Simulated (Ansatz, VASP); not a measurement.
**Lu: VASP beside Ansatz**

INCAR

```
SYSTEM = Lu
  ALGO = Normal
  EDIFF = 1E-7
  ENCUT = 520
  GGA = PE
  ISIF = 2
  ISMEAR = -1
  LASPH = .TRUE.
  LCHARG = .TRUE.
  LELF = .TRUE.
  LREAL = .FALSE.
  LVHAR = .TRUE.
  LWAVE = .FALSE.
  NBANDS = 18
  NELM = 80
  PREC = Accurate
  SIGMA = 0.05
```

The input KPOINTS:

```
k-points
0
G
  15 15 15
  0 0 0
```

File POSCAR:

```
Lu
1.0
   -1.9861473462      1.9861473462      1.9861473462
    1.9861473462     -1.9861473462      1.9861473462
    1.9861473462      1.9861473462     -1.9861473462
Lu
1
Direct
    0.0000000000      0.0000000000      0.0000000000
```

Input for Ansatz:

```yaml
crystal:
  lattice:
    - [-1.9861473462, 1.9861473462, 1.9861473462]
    - [1.9861473462, -1.9861473462, 1.9861473462]
    - [1.9861473462, 1.9861473462, -1.9861473462]
  atoms:
    - { symbol: Lu, position: [0.0, 0.0, 0.0] }
kpoints:
  mp_grid: { grid: [15, 15, 15] }
scf:
  occupations: { method: fermi_dirac, width: 0.05 }
hamiltonian:
  xc: pbe
  pseudopotentials: { kind: all_electron, lapw: { basis_error: 0.001 } }
output:
  forces: true
  stress: true
  eigenvalues: true
```

Change from the starting cell: volume scaled by 1.05.

Alike in both runs: task single point; functional PBE; k mesh 15 × 15 × 15; occupations fermi-dirac, width 0.05 eV; no spin polarisation.

|  | VASP | Ansatz |
| --- | --- | --- |
| version | VASP 6.6.1 | Ansatz 0.2.0 |
| potentials or method | VASP PAW PBE potentials, release 64 (Lu), cutoff 520 eV | all-electron LAPW, scalar-relativistic |

```tsv
	VASP	Ansatz	Ansatz less VASP
pressure (GPa)	-2.1	-2.2	-0.10
```

Ansatz ran all-electron here, and VASP with PAW potentials.

Neither program's run includes spin-orbit coupling.
